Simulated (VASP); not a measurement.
MnSe, 2 atoms in the cell. It takes space group I-4m2 (No. 119, tetragonal). Conventional cell: a = 3.786 Å, b = 3.786 Å, c = 6.286 Å, α = 90.00°, β = 90.00°, γ = 90.00°. Mn (site symmetry -4m2) has 4 Se at 2.46 Å within 3.2 Å. Within 3.2 Å of Se (site symmetry -4m2) lie 4 Mn at 2.46 Å.  This cell differs from its parent crystal: strain -0.080 along x and y, +0.080 along z.

* Program: VASP 6.6.1
* Task: single point
* Functional: r2SCAN
* Potentials or basis: VASP PAW PBE potentials, release 64 (Mn_pv, Se)
* Cutoff: 520 eV
* k mesh: 10 × 10 × 10
* Occupations: gaussian, width 0.05 eV
* Spin: collinear spin, ferromagnetic start
* Starting moments: [4.8, 0.0] μB
* Dipole correction: no
* Further INCAR settings: ALGO = Normal; EDIFF = 1e-06; NBANDS = 20

Potentials or basis: VASP PAW PBE potentials, release 64 (Mn_pv, Se).

The run is started by

```bash
$ cat potpaw_PBE.64/Mn_pv/POTCAR potpaw_PBE.64/Se/POTCAR > POTCAR
$ cp INCAR.step1 INCAR
$ mpirun -np 1 vasp_std > vasp.out
$ cp INCAR.step2 INCAR
$ mpirun -np 1 vasp_std > vasp.out
```

Hardware: 1 thread of Oxide Virtual Turin-like Processor, on a shared host.

Estimate the wall time of this run.

It took 18 min on 1 thread of Oxide Virtual Turin-like Processor, on a shared host, peak memory 0.26 GiB. Counts: k points 102.
